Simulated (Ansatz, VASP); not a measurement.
**One calculation of Mo, two programs**

```xyz
1
Lattice="0.0000 1.9680 1.9680 1.9680 0.0000 1.9680 1.9680 1.9680 0.0000" Properties=species:S:1:pos:R:3 pbc="T T T"
Mo    0.0000    0.0000    0.0000
```

Alike in both runs: functional LDA; k mesh 14 × 14 × 14; occupations fermi-dirac, width 0.1 eV; no spin polarisation.

Ansatz relaxed the structure, and its values are those at the end. VASP's run is a single point on that final structure, the one shown.

|  | VASP | Ansatz |
| --- | --- | --- |
| version | VASP 6.6.1 | Ansatz 0.2.0 |
| potentials or method | VASP PAW LDA potentials, release 64 (Mo_sv), cutoff 520 eV | plane waves (420 eV) with PAW, scalar-relativistic |
| valence electrons in the cell | 14 | 14 |

```tsv
	VASP	Ansatz	Ansatz less VASP
pressure (GPa)	1.1	0.0	-1.09
```

Ansatz warns that its potentials were made for another functional, while VASP's fit it. LDA's correlation is that of Perdew and Zunger in VASP and of Perdew and Wang (1992) in Ansatz.
